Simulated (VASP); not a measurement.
FePt, 2 atoms in the cell. It takes space group P4/mmm (No. 123, tetragonal). Conventional cell: a = 2.724 Å, b = 2.724 Å, c = 3.720 Å, α = 90.00°, β = 90.00°, γ = 90.00°. Pt (site symmetry 4/mmm) has 8 Fe at 2.68 Å and 4 Pt at 2.72 Å within 3.5 Å. Fe (site symmetry 4/mmm) has 8 Pt at 2.68 Å and 4 Fe at 2.72 Å within 3.5 Å. 

```yaml
Program: VASP 6.6.1
Task: single point
Functional: PBEsol
Potentials_or_basis: VASP PAW PBE potentials, release 64 (Pt, Fe)
Cutoff: 520 eV
k_mesh: 10 × 10 × 7
Occupations: fermi-dirac, width 0.05 eV
Spin: collinear spin, ferromagnetic start
Starting_moments: "[0.0, 4.5] μB"
Dipole_correction: no
Further_INCAR_settings: ALGO = Normal; EDIFF = 1e-06; NBANDS = 20
```

Potentials or basis: VASP PAW PBE potentials, release 64 (Pt, Fe).

Command:

```bash
$ cat potpaw_PBE.64/Pt/POTCAR potpaw_PBE.64/Fe/POTCAR > POTCAR
$ mpirun -np 1 vasp_std > vasp.out
```

Hardware: 1 thread of Intel(R) Xeon(R) Platinum 8375C CPU @ 2.90GHz (Ice Lake), on a shared host.

Estimate the wall time of this run.

It took 100 s on 1 thread of Intel(R) Xeon(R) Platinum 8375C CPU @ 2.90GHz (Ice Lake), on a shared host, peak memory 0.19 GiB. Counts: scf iterations 15, k points 84.
